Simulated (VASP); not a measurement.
# Al3SiPd2 (P4/mmm) in VASP: single point with PBE

Aim: the single point of Al3SiPd2 with PBE.

All numbers are computed with VASP 6.6.1; they aren't measurements. Logs are shortened: lines on timing, memory, paths and dates and some standing lists are left out, and cuts for length are marked.

## Step 1: The cell of the first run

Symmetry: P4/mmm, No. 123, tetragonal system. The conventional cell has a = 4.923 Å, b = 4.923 Å, c = 5.171 Å, α = 90.00°, β = 90.00°, γ = 90.00°. Al (site symmetry mmm) has 2 Si at 2.46 Å and 2 Pd at 2.46 Å within 3.3 Å. Within 3.6 Å of Al (site symmetry 4/mmm) lie 2 Si at 2.59 Å and 4 Pd at 3.48 Å and 8 Al at 3.57 Å. Within 3.3 Å of Si (site symmetry 4/mmm) lie 6 Al at 2.46 to 2.59 Å. Pd (site symmetry 4/mmm) has 4 Al at 2.46 Å and 2 Pd at 2.59 Å within 3.3 Å. Pd (site symmetry 4/mmm) has 2 Pd at 2.59 Å and 12 Al at 3.48 to 3.57 Å within 3.6 Å.

## Step 2: Single point, PBE

Contents of POSCAR:

```
Al3SiPd2
1.0
    4.9231388071      0.0000000000      0.0000000000
    0.0000000000      4.9231388071      0.0000000000
    0.0000000000      0.0000000000      5.1707983109
Al Si Pd
3 1 2
Direct
    0.0000000000      0.5000000000      0.5000000000
    0.5000000000      0.0000000000      0.5000000000
    0.0000000000      0.0000000000      0.0000000000
    0.0000000000      0.0000000000      0.5000000000
    0.5000000000      0.5000000000      0.5000000000
    0.5000000000      0.5000000000      0.0000000000
```

Contents of INCAR.step1:

```
PREC = Accurate ; ENCUT = 520
EDIFF = 1E-7 ; ISMEAR = 0
SIGMA = 0.1 ; LREAL = F
LASPH = T ; NELM = 60
ALGO = Fast ; ISIF = 2
LWAVE = F ; LCHARG = T
LMAXMIX = 4 ; GGA = PE
NBANDS = 26
```

Contents of KPOINTS.step1:

```
Automatic mesh
0
Gamma
  8 8 8
```

Contents of INCAR.step2:

```
PREC = Accurate ; ENCUT = 520
EDIFF = 1E-7 ; ISMEAR = -5
SIGMA = 0.1 ; LREAL = F
LASPH = T ; NELM = 60
ALGO = Fast ; ISIF = 2
LWAVE = F ; LCHARG = F
LMAXMIX = 4 ; GGA = PE
LORBIT = 11 ; NEDOS = 1001
ICHARG = 11
```

Contents of KPOINTS.step2:

```
Automatic mesh
0
Gamma
  12 12 12
```

Potentials or basis: VASP PAW PBE potentials, release 64 (Al, Si, Pd).

Started as:

```console
> cat potpaw_PBE.64/Al/POTCAR potpaw_PBE.64/Si/POTCAR potpaw_PBE.64/Pd/POTCAR > POTCAR
> cp INCAR.step1 INCAR
> cp KPOINTS.step1 KPOINTS
> mpirun -np 1 vasp_std > vasp.out
> cp INCAR.step2 INCAR
> cp KPOINTS.step2 KPOINTS
> mpirun -np 1 vasp_std > vasp.out
```

OUTCAR:

```text
PREC = Accurate
   ENCUT = 520
   EDIFF = 1E-7
   ISMEAR = -5
   LREAL = F
   LASPH = T
   NELM = 60
   ISIF = 2
   GGA = PE
   LORBIT = 11
   ICHARG = 11

 ion  position               nearest neighbor table
   1  0.000  0.500  0.500-   4 2.46   5 2.46   4 2.46   5 2.46
   2  0.500  0.000  0.500-   4 2.46   5 2.46   5 2.46   4 2.46
   3  0.000  0.000  0.000-   4 2.59   4 2.59
   4  0.000  0.000  0.500-   1 2.46   2 2.46   1 2.46   2 2.46   3 2.59   3 2.59
   5  0.500  0.500  0.500-   1 2.46   2 2.46   2 2.46   1 2.46   6 2.59   6 2.59
   6  0.500  0.500  0.000-   5 2.59   5 2.59

  LATTYP: Found a simple tetragonal cell.
 ALAT       =     4.9231388071
 C/A-ratio  =     1.0503052044

  Lattice vectors:

 A1 = (   4.9231388071,   0.0000000000,   0.0000000000)
 A2 = (   0.0000000000,   4.9231388071,   0.0000000000)
 A3 = (   0.0000000000,   0.0000000000,   5.1707983109)

Analysis of symmetry for initial positions (statically):
=====================================================================
 Subroutine PRICEL returns:
 Original cell was already a primitive cell.

 Routine SETGRP: Setting up the symmetry group for a
 simple tetragonal supercell.

 Subroutine GETGRP returns: Found 16 space group operations
 (whereof 16 operations were pure point group operations)
 out of a pool of 16 trial point group operations.

The static configuration has the point symmetry D_4h.

Analysis of symmetry for dynamics (positions and initial velocities):
=====================================================================
 Subroutine PRICEL returns:
 Original cell was already a primitive cell.

 Routine SETGRP: Setting up the symmetry group for a
 simple tetragonal supercell.

 Subroutine GETGRP returns: Found 16 space group operations
 (whereof 16 operations were pure point group operations)
 out of a pool of 16 trial point group operations.

The dynamic configuration has the point symmetry D_4h.

 Subroutine INISYM returns: Found 16 space group operations
 (whereof 16 operations are pure point group operations),
 and found     1 'primitive' translations

----------------------------------------------------------------------------------------

                                     Primitive cell

  volume of cell :     125.3262

[... 110 lines left out ...]
   NUPDOWN=      -1.0000    fix difference up-down
   EMIN   =  10.00;   EMAX   =-10.00  energy-range for DOS
   EFERMI =   0.00;   METHOD = LEGACY
   ISMEAR =    -5;   SIGMA  =   0.10  broadening in eV -4-tet -1-fermi 0-gaus
   EFERMI_NEDOS =   21; number of points for ismear=-14 and -15
   IALGO  =     68    algorithm
   IMIX   =      4    mixing-type and parameters
     AMIX     =   0.40;   BMIX     =  1.00
     AMIX_MAG =   1.60;   BMIX_MAG =  1.00
  volume/ion in A,a.u.               =      20.89       140.96
  Fermi-wavevector in a.u.,A,eV,Ry     =   1.049298  1.982886 14.980375  1.101027
  Thomas-Fermi vector in A             =   2.184255
   LORBIT       =     11    0 simple, 1 ext, 2 COOP (PROOUT), +10 PAW based schemes
   GGA     = PE    functional components
   LHFCALC =     F    Hartree Fock is set to
   AEXX    =    0.0000 exact exchange contribution
   IVDW    =     0    specifies the selected vdW correction
   LEPSILON=     F    determine dielectric tensor
   LRPA    =     F    only Hartree local field effects (RPA)
 non-spin polarized calculation
 RMM-DIIS sequential band-by-band and
 Fermi weights with tetrahedron method with Bloechl corrections
  energy-cutoff  :      520.00
  volume of cell :      125.33
 maximum number of plane-waves:      3394
 NGX is ok and might be reduce to    40

 number of electron      33.0000011 magnetization

 Free energy of the ion-electron system (eV)
  ---------------------------------------------------
  ext. energy  EPLUGINS =         0.00000000
  ---------------------------------------------------
  free energy    TOTEN  =       -24.72647661 eV

  energy without entropy =      -24.72647661  energy(sigma->0) =      -24.72647661

 E-fermi :   5.6148     XC(G=0):  -9.7872

 val. band max:        5.7235150281   @ k =   0.3333   0.0000   0.0000
 cond. band min:       5.5487464443   @ k =   0.4167   0.1667   0.1667
 fundamental gap:     -0.1747685838
 Fermi energy:         5.6147859688

 k-point     1 :       0.0000    0.0000    0.0000
  band No.  band energies     occupation
      1      -4.6710      2.00000
      2       0.3514      2.00000
      3       1.2137      2.00000
      4       1.7240      2.00000
      5       1.7811      2.00000
      6       1.7811      2.00000
[... 541 lines left out ...]
     19       7.0720      0.00000
     20       7.5638      0.00000

 [... further k-points ...]

------------------------ aborting loop because EDIFF is reached ----------------------------------------

  FORCE on cell =-STRESS in cart. coord.  units (eV):
  Direction    XX          YY          ZZ          XY          YZ          ZX
  --------------------------------------------------------------------------------------
  -------------------------------------------------------------------------------------
  Total       -0.2908342     -0.2908342     -0.6111479      0.0000000      0.0000000     -0.0000000
  in kB       -3.7180419     -3.7180419     -7.8129512      0.0000000      0.0000000     -0.0000000
  external PRESSURE =      -5.0830117 kB  Pullay stress =       0.0000000 kB

 VOLUME and BASIS-vectors are now :
 -----------------------------------------------------------------------------
  energy-cutoff  :      520.00
  volume of cell :      125.33
      direct lattice vectors                 reciprocal lattice vectors
     4.923138807  0.000000000  0.000000000     0.203122447  0.000000000  0.000000000
     0.000000000  4.923138807  0.000000000     0.000000000  0.203122447  0.000000000
     0.000000000  0.000000000  5.170798311     0.000000000  0.000000000  0.193393735

 POSITION                                       TOTAL-FORCE (eV/Angst)
 -----------------------------------------------------------------------------------
      0.00000      2.46157      2.58540         0.000000      0.000000      0.000000
      2.46157      0.00000      2.58540         0.000000      0.000000      0.000000
      0.00000      0.00000      0.00000         0.000000      0.000000      0.000000
      0.00000      0.00000      2.58540         0.000000      0.000000      0.000000
      2.46157      2.46157      2.58540         0.000000      0.000000      0.000000
      2.46157      2.46157      0.00000         0.000000      0.000000      0.000000
 -----------------------------------------------------------------------------------
    total drift:                               -0.000000     -0.000000     -0.000000

  FREE ENERGIE OF THE ION-ELECTRON SYSTEM (eV)
  ---------------------------------------------------
  free  energy   TOTEN  =       -24.7264766134 eV

  energy  without entropy=      -24.7264766134  energy(sigma->0) =      -24.72647661

 total charge

# of ion       s       p       d       tot
------------------------------------------
    1        0.462   0.306   0.000   0.767
    2        0.462   0.306   0.000   0.767
    3        0.505   0.216   0.000   0.721
    4        0.833   0.876   0.000   1.709
    5        0.613   0.469   8.643   9.724
    6        0.412   0.196   8.569   9.177
--------------------------------------------------
tot          3.286   2.369  17.212  22.867
```

OUTCAR.step1:

```text
PREC = Accurate
   ENCUT = 520
   EDIFF = 1E-7
   ISMEAR = 0
   LREAL = F
[... 935 lines left out ...]
      0.00000      0.00000      0.00000         0.000000      0.000000      0.000000
      0.00000      0.00000      2.58540         0.000000      0.000000      0.000000
      2.46157      2.46157      2.58540         0.000000      0.000000      0.000000
      2.46157      2.46157      0.00000         0.000000      0.000000      0.000000
 -----------------------------------------------------------------------------------
    total drift:                               -0.000000     -0.000000     -0.000000

  FREE ENERGIE OF THE ION-ELECTRON SYSTEM (eV)
  ---------------------------------------------------
  free  energy   TOTEN  =       -24.7521359833 eV

  energy  without entropy=      -24.7321216318  energy(sigma->0) =      -24.74212881
```

OSZICAR.step1:

```text
N       E                     dE             d eps       ncg     rms          rms(c)
DAV:   1     0.122009053117E+03    0.12201E+03   -0.13058E+04  3900   0.105E+03
DAV:   2    -0.197532368807E+02   -0.14176E+03   -0.12809E+03  4430   0.199E+02
DAV:   3    -0.254204427422E+02   -0.56672E+01   -0.54984E+01  4766   0.373E+01
DAV:   4    -0.254935033741E+02   -0.73061E-01   -0.72960E-01  4492   0.474E+00
DAV:   5    -0.254951366126E+02   -0.16332E-02   -0.16330E-02  4676   0.736E-01    0.731E+00
RMM:   6    -0.249021955738E+02    0.59294E+00   -0.10386E+00  3929   0.482E+00    0.369E+00
RMM:   7    -0.248095410128E+02    0.92655E-01   -0.37185E-01  4004   0.269E+00    0.249E+00
RMM:   8    -0.247632816332E+02    0.46259E-01   -0.18557E-01  4135   0.240E+00    0.102E+00
RMM:   9    -0.247545807671E+02    0.87009E-02   -0.33434E-02  4228   0.961E-01    0.528E-01
RMM:  10    -0.247520952920E+02    0.24855E-02   -0.77304E-03  4183   0.475E-01    0.128E-01
RMM:  11    -0.247521116548E+02   -0.16363E-04   -0.97148E-04  4406   0.156E-01    0.670E-02
RMM:  12    -0.247521283170E+02   -0.16662E-04   -0.22581E-04  4467   0.755E-02    0.429E-02
RMM:  13    -0.247521353476E+02   -0.70306E-05   -0.47497E-05  4571   0.342E-02    0.713E-03
RMM:  14    -0.247521356952E+02   -0.34761E-06   -0.12181E-05  4438   0.180E-02    0.502E-03
RMM:  15    -0.247521359561E+02   -0.26089E-06   -0.37024E-06  4638   0.860E-03    0.269E-03
RMM:  16    -0.247521359833E+02   -0.27198E-07   -0.56208E-07  3230   0.326E-03
   1 F= -.24752136E+02 E0= -.24742129E+02  d E =-.200144E-01
```

It took 15 min on 1 thread of AMD EPYC 7R43 (Zen 3), shared host; peak memory 0.56 GiB.

Results:

```yaml
Valence_electrons_inside_the_program's_atomic_spheres: Al 0.77, 0.72 (each value once); Si 1.71; Pd 9.72, 9.18
```

Levels at points of the mesh, in eV from the Fermi level:
```
           k point  band 13  band 14  band 15  band 16  band 17  band 18  band 19  band 20
(0.00, 0.00, 0.00)    -1.33    -0.64    -0.64     0.01     0.13     2.05     2.13     2.13
(0.50, 0.00, 0.00)    -1.20    -1.09    -0.64    -0.64    -0.38    -0.10     0.09     2.67
(0.50, 0.50, 0.00)    -0.66    -0.66    -0.64    -0.50     1.04     1.04     1.92     1.92
(0.00, 0.00, 0.50)    -1.47    -1.47    -1.39    -0.17    -0.04     0.97     0.97     2.45
(0.50, 0.00, 0.50)    -1.69    -1.41    -1.20    -0.89     0.58     0.75     1.93     2.00
(0.50, 0.50, 0.50)    -1.41    -1.24    -1.16    -0.79    -0.79    -0.50     3.48     3.55
```

Caveat: tetrahedron occupations give inexact forces and stress in metals.
